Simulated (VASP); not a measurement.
# Cd (P6_3/mmc) in VASP: a series of runs, part 2 of 2

VASP 6.6.1. The steps go on from the part before.

## (3) Single point, r2SCAN (21.76 Å³/atom)

This run uses another cell than the first one, of 21.76 Å³/atom.

File POSCAR:

```
Cd
1.0
    2.9905969317      0.0000000000      0.0000000000
   -1.4952984659      2.5899329154      0.0000000000
    0.0000000000      0.0000000000      5.6187244385
Cd
2
Direct
    0.3333333333      0.6666666667      0.7500000000
    0.6666666667      0.3333333333      0.2500000000
```

File INCAR.step1:

```
SYSTEM = Cd
PREC = Accurate
ENCUT = 520
ISMEAR = 0
SIGMA = 0.05
LREAL = .False.
LASPH = .True.
NELM = 80
NBANDS = 19
GGA = PE
ALGO = Normal
EDIFF = 1E-4
LWAVE = .True.
LCHARG = .False.
```

File INCAR.step2:

```
SYSTEM = Cd
PREC = Accurate
ENCUT = 520
EDIFF = 1E-6
ISMEAR = 0
SIGMA = 0.05
LREAL = .False.
LASPH = .True.
NELM = 80
ALGO = Normal
ISIF = 2
LWAVE = .False.
LCHARG = .False.
METAGGA = R2SCAN
LMIXTAU = .True.
NBANDS = 19
ISTART = 1
```

File KPOINTS:

```
regular mesh
0
Gamma
  16 16 8
  0 0 0
```

Potentials or basis: VASP PAW PBE potentials, release 64 (Cd).

Started as:

```bash
$ cat potpaw_PBE.64/Cd/POTCAR > POTCAR
$ cp INCAR.step1 INCAR
$ mpirun -np 1 vasp_std > vasp.out
$ cp INCAR.step2 INCAR
$ mpirun -np 1 vasp_std > vasp.out
```

OUTCAR:

```text
SYSTEM = Cd
   PREC = Accurate
   ENCUT = 520
   EDIFF = 1E-6
   ISMEAR = 0
   LREAL = .False.
   LASPH = .True.
   NELM = 80
   ISIF = 2
   METAGGA = R2SCAN
   ISTART = 1

 ion  position               nearest neighbor table
   1  0.333  0.667  0.750-   2 3.30   2 3.30   2 3.30   2 3.30   2 3.30   2 3.30
   2  0.667  0.333  0.250-   1 3.30   1 3.30   1 3.30   1 3.30   1 3.30   1 3.30

  LATTYP: Found a hexagonal cell.
 ALAT       =     2.9905969317
 C/A-ratio  =     1.8787969649

  Lattice vectors:

 A1 = (   2.9905969317,   0.0000000000,   0.0000000000)
 A2 = (  -1.4952984659,   2.5899329154,   0.0000000000)
 A3 = (   0.0000000000,   0.0000000000,   5.6187244385)

Analysis of symmetry for initial positions (statically):
=====================================================================
 Subroutine PRICEL returns:
 Original cell was already a primitive cell.

 Routine SETGRP: Setting up the symmetry group for a
 hexagonal supercell.

 Subroutine GETGRP returns: Found 24 space group operations
 (whereof 12 operations were pure point group operations)
 out of a pool of 24 trial point group operations.

The static configuration has the point symmetry D_3d.
 The point group associated with its full space group is D_6h.

Analysis of symmetry for dynamics (positions and initial velocities):
=====================================================================
 Subroutine PRICEL returns:
 Original cell was already a primitive cell.

 Routine SETGRP: Setting up the symmetry group for a
 hexagonal supercell.

 Subroutine GETGRP returns: Found 24 space group operations
 (whereof 12 operations were pure point group operations)
 out of a pool of 24 trial point group operations.

The dynamic configuration has the point symmetry D_3d.
 The point group associated with its full space group is D_6h.

 Subroutine INISYM returns: Found 24 space group operations
 (whereof 12 operations are pure point group operations),
 and found     1 'primitive' translations
[... 105 lines left out ...]
   PSTRESS=    0.0 pullay stress
   NELECT =      24.0000    total number of electrons
   NUPDOWN=      -1.0000    fix difference up-down
   EMIN   =  10.00;   EMAX   =-10.00  energy-range for DOS
   EFERMI =   0.00;   METHOD = LEGACY
   ISMEAR =     0;   SIGMA  =   0.05  broadening in eV -4-tet -1-fermi 0-gaus
   EFERMI_NEDOS =   21; number of points for ismear=-14 and -15
   IALGO  =     38    algorithm
   IMIX   =      4    mixing-type and parameters
     AMIX     =   0.40;   BMIX     =  1.00
     AMIX_MAG =   1.60;   BMIX_MAG =  1.00
  volume/ion in A,a.u.               =      21.76       146.84
  Fermi-wavevector in a.u.,A,eV,Ry     =   1.342509  2.536974 24.522193  1.802330
  Thomas-Fermi vector in A             =   2.470657
   LORBIT       =      0    0 simple, 1 ext, 2 COOP (PROOUT), +10 PAW based schemes
   METAGGA = R2SCAN    functional components
   LHFCALC =     F    Hartree Fock is set to
   AEXX    =    0.0000 exact exchange contribution
   IVDW    =     0    specifies the selected vdW correction
   LEPSILON=     F    determine dielectric tensor
   LRPA    =     F    only Hartree local field effects (RPA)
 non-spin polarized calculation
 Gauss-broadening in eV      SIGMA  =   0.05
  energy-cutoff  :      520.00
  volume of cell :       43.52
 maximum number of plane-waves:      1197
 NGX is ok and might be reduce to    24

 number of electron      23.9999992 magnetization

 Free energy of the ion-electron system (eV)
  ---------------------------------------------------
  ext. energy  EPLUGINS =         0.00000000
  ---------------------------------------------------
  free energy    TOTEN  =       -40.20120318 eV

  energy without entropy =      -40.20101270  energy(sigma->0) =      -40.20110794

 E-fermi :   2.8769     XC(G=0): -11.7638

 val. band max:        2.8561323327   @ k =   0.3125   0.1250   0.0000
 cond. band min:       2.9383997417   @ k =   0.3750   0.0625   0.0000
 fundamental gap:      0.0822674089
 Fermi energy:         2.8768912940

 k-point     1 :       0.0000    0.0000    0.0000
  band No.  band energies     occupation
      1      -7.4541      2.00000
      2      -7.1719      2.00000
      3      -6.7899      2.00000
      4      -6.7899      2.00000
      5      -6.7375      2.00000
      6      -6.7375      2.00000
[... 505 lines left out ...]
      6      -6.4986      2.00000
[... 11 lines left out ...]
     18      12.6957      0.00000
     19      13.7677      0.00000

 [... further k-points ...]
[... 5 lines left out ...]
  --------------------------------------------------------------------------------------
  -------------------------------------------------------------------------------------
  Total        0.1042048      0.1042048      0.0311362     -0.0000000      0.0000000      0.0000000
  in kB        3.8363133      3.8363133      1.1462854     -0.0000000      0.0000000      0.0000000
  external PRESSURE =       2.9396373 kB  Pullay stress =       0.0000000 kB

 VOLUME and BASIS-vectors are now :
 -----------------------------------------------------------------------------
  energy-cutoff  :      520.00
  volume of cell :       43.52
      direct lattice vectors                 reciprocal lattice vectors
     2.990596932  0.000000000  0.000000000     0.334381404  0.193055193  0.000000000
    -1.495298466  2.589932915  0.000000000     0.000000000  0.386110387  0.000000000
     0.000000000  0.000000000  5.618724439     0.000000000  0.000000000  0.177976338

 POSITION                                       TOTAL-FORCE (eV/Angst)
 -----------------------------------------------------------------------------------
     -0.00000      1.72662      4.21404        -0.000000     -0.000000      0.000000
      1.49530      0.86331      1.40468         0.000000      0.000000      0.000000
 -----------------------------------------------------------------------------------
    total drift:                               -0.000000      0.000000      0.000000

  FREE ENERGIE OF THE ION-ELECTRON SYSTEM (eV)
  ---------------------------------------------------
  free  energy   TOTEN  =       -40.2012031798 eV

  energy  without entropy=      -40.2010127028  energy(sigma->0) =      -40.20110794
```

Wall time 7.1 min (1 thread of Oxide Virtual Turin-like, shared host); peak memory 0.2 GiB.

Results:

| Item | Value |
| --- | --- |
| Free energy | -40.2012 eV |
| Pressure | 0.3 GPa |
| Band gap on the k mesh | zero (bands 12 and 13 overlap by 4.00 eV) |

Levels at points of the mesh, in eV from the Fermi level:
| k point | band 9 | band 10 | band 11 | band 12 | band 13 | band 14 | band 15 | band 16 |
| --- | --- | --- | --- | --- | --- | --- | --- | --- |
| (0.00, 0.00, 0.00) | -9.15 | -8.91 | -8.91 | -3.14 | -3.04 | 11.08 | 15.04 | 15.52 |
| (0.50, 0.00, 0.00) | -8.62 | -8.60 | -2.42 | -1.91 | 2.10 | 3.22 | 3.37 | 5.52 |
| (0.00, 0.00, 0.50) | -9.02 | -9.02 | -7.60 | -7.60 | 3.94 | 3.94 | 15.37 | 15.37 |
| (0.50, 0.00, 0.50) | -8.61 | -8.61 | -1.61 | -1.61 | 0.16 | 0.16 | 8.55 | 8.55 |

Caveat: the PAW data sets were made with another functional, which shifts forces and pressure a little.

## (4) Single point, r2SCAN (22.33 Å³/atom)

This run uses another cell than the first one, of 22.33 Å³/atom.

File POSCAR:

```
Cd
1.0
    3.0048664911      0.0000000000      0.0000000000
   -1.5024332456      2.6022907163      0.0000000000
    0.0000000000      0.0000000000      5.7125446878
Cd
2
Direct
    0.3333333333      0.6666666667      0.7500000000
    0.6666666667      0.3333333333      0.2500000000
```

File INCAR.step1:

```
ALGO = Normal ; EDIFF = 1E-4
ENCUT = 520 ; GGA = PE
ISMEAR = 0 ; LASPH = True
LCHARG = False ; LREAL = False
LWAVE = True ; NBANDS = 19
NELM = 100 ; PREC = Accurate
SIGMA = 0.05
```

File INCAR.step2:

```
ALGO = Normal ; EDIFF = 1E-6
ENCUT = 520 ; ISIF = 2
ISMEAR = 0 ; ISTART = 1
LASPH = True ; LCHARG = False
LMIXTAU = True ; LREAL = False
LWAVE = False ; METAGGA = R2SCAN
NBANDS = 19 ; NELM = 100
PREC = Accurate ; SIGMA = 0.05
```

File KPOINTS:

```
k-points
0
Gamma
  16 16 8
```

Started as:

```bash
$ cat potpaw_PBE.64/Cd/POTCAR > POTCAR
$ cp INCAR.step1 INCAR
$ mpirun -np 1 vasp_std > vasp.out
$ cp INCAR.step2 INCAR
$ mpirun -np 1 vasp_std > vasp.out
```

It took 7.2 min on 1 thread of Oxide Virtual Turin-like, shared host; peak memory 0.21 GiB.

Results (log left out):

```
Free energy            : -40.1981 eV
Pressure               : -0.9 GPa
Band gap on the k mesh : zero (bands 12 and 13 overlap by 3.93 eV)
```

Stress tensor (GPa, compression positive):
```
-0.84  0.00  0.00
 0.00 -0.84  0.00
 0.00  0.00 -1.15
```

Levels at points of the mesh, in eV from the Fermi level:
| k point | band 8 | band 9 | band 10 | band 11 | band 12 | band 13 | band 14 | band 15 | band 16 | band 17 |
| --- | --- | --- | --- | --- | --- | --- | --- | --- | --- | --- |
| (0.00, 0.00, 0.00) | -9.10 | -8.95 | -8.87 | -8.87 | -3.27 | -2.93 | 10.60 | 14.95 | 15.09 | 15.44 |
| (0.50, 0.00, 0.00) | -8.90 | -8.58 | -8.56 | -2.30 | -1.83 | 1.99 | 3.19 | 3.22 | 5.45 | 8.81 |
| (0.00, 0.00, 0.50) | -8.97 | -8.97 | -8.97 | -7.45 | -7.45 | 3.69 | 3.69 | 15.36 | 15.36 | 16.41 |
| (0.50, 0.00, 0.50) | -8.88 | -8.57 | -8.57 | -1.51 | -1.51 | 0.15 | 0.15 | 8.31 | 8.31 | 10.41 |

Caveat: the PAW data sets were made with another functional, which shifts forces and pressure a little.

## (5) Single point, r2SCAN

This run uses another cell than the first one, of the same volume but with other edges.

File POSCAR:

```
Cd
1.0
    3.0059342250      0.0000000000      0.0000000000
   -1.5029671125      2.6032154009      0.0000000000
    0.0000000000      0.0000000000      5.7705509339
Cd
2
Direct
    0.3333333333      0.6666666667      0.7500000000
    0.6666666667      0.3333333333      0.2500000000
```

File INCAR.step1:

```
SYSTEM = Cd
ALGO     = Normal         ! electronic algorithm
EDIFF    = 1E-4           ! SCF threshold, eV
ENCUT    = 520            ! plane-wave cutoff, eV
GGA      = PE             ! functional
ISMEAR   = 0              ! smearing method
LASPH    = .True.         ! aspherical terms in the spheres
LCHARG   = .False.        ! write CHGCAR
LREAL    = .False.        ! projectors in reciprocal space
LWAVE    = .True.         ! write WAVECAR
NBANDS   = 19             ! bands
NELM     = 80             ! most SCF steps
PREC     = Accurate       ! precision mode
SIGMA    = 0.05           ! smearing width, eV
```

File INCAR.step2:

```
SYSTEM = Cd
ALGO     = Normal         ! electronic algorithm
EDIFF    = 1E-6           ! SCF threshold, eV
ENCUT    = 520            ! plane-wave cutoff, eV
ISIF     = 2              ! what is computed and relaxed
ISMEAR   = 0              ! smearing method
ISTART   = 1            
LASPH    = .True.         ! aspherical terms in the spheres
LCHARG   = .False.        ! write CHGCAR
LMIXTAU  = .True.       
LREAL    = .False.        ! projectors in reciprocal space
LWAVE    = .False.        ! write WAVECAR
METAGGA  = R2SCAN         ! meta-GGA
NBANDS   = 19             ! bands
NELM     = 80             ! most SCF steps
PREC     = Accurate       ! precision mode
SIGMA    = 0.05           ! smearing width, eV
```

File KPOINTS:

```
k-points
0
Gamma
  16 16 8
  0 0 0
```

Started as:

```bash
$ cat potpaw_PBE.64/Cd/POTCAR > POTCAR
$ cp INCAR.step1 INCAR
$ mpirun -np 1 vasp_std > vasp.out
$ cp INCAR.step2 INCAR
$ mpirun -np 1 vasp_std > vasp.out
```

It took 10 min on 1 thread of Oxide Virtual Turin-like, shared host; peak memory 0.21 GiB.

Results (log left out):

| Property | Result |
| --- | --- |
| Free energy | -40.1941 eV |
| Pressure | -1.3 GPa |
| Band gap on the k mesh | zero (bands 12 and 13 overlap by 3.95 eV) |

Stress tensor (GPa, compression positive):
```
-1.23  0.00  0.00
 0.00 -1.23  0.00
 0.00  0.00 -1.48
```

Levels at points of the mesh, in eV from the Fermi level:
```
           k point  band 8  band 9  band 10  band 11  band 12  band 13  band 14  band 15  band 16  band 17
(0.00, 0.00, 0.00)   -9.07   -8.86    -8.86    -8.86    -3.39    -2.91    10.28    14.64    15.10    15.49
(0.50, 0.00, 0.00)   -8.89   -8.57    -8.55    -2.24    -1.78     1.92     3.09     3.22     5.41     8.87
(0.00, 0.00, 0.50)   -8.96   -8.96    -8.96    -7.41    -7.41     3.50     3.50    15.39    15.39    16.43
(0.50, 0.00, 0.50)   -8.88   -8.56    -8.56    -1.47    -1.47     0.16     0.16     8.15     8.15    10.43
```

Caveat: the PAW data sets were made with another functional, which shifts forces and pressure a little.

## (6) Overview

| level | cell | k mesh | gap on the mesh (eV) | pressure (GPa) |
| --- | --- | --- | --- | --- |
| PBE | a = 3.091, b = 3.091, c = 5.458 Å, angles 90.0, 90.0, 120.0°, 2 atoms | 8 × 8 × 4 | none | 0.2 |
| r2SCAN | a = 2.991, b = 2.991, c = 5.619 Å, angles 90.0, 90.0, 120.0°, 2 atoms | 16 × 16 × 8 | none | 0.3 |
| r2SCAN | a = 3.005, b = 3.005, c = 5.713 Å, angles 90.0, 90.0, 120.0°, 2 atoms | 16 × 16 × 8 | none | -0.9 |
| r2SCAN | a = 3.006, b = 3.006, c = 5.771 Å, angles 90.0, 90.0, 120.0°, 2 atoms | 16 × 16 × 8 | none | -1.3 |

Alike in all rows: task single point; potentials or basis VASP PAW PBE potentials, release 64 (Cd); no spin polarisation; cutoff (eV) 520; smearing gaussian 0.05 eV.

Caveats: the PAW data sets were made with another functional, which shifts forces and pressure a little (at least some runs).

Total energies depend on the potentials used, so only differences within one code and one set of settings carry meaning.

The gap in the log of VASP goes by the Fermi energy; the results here count the filled bands.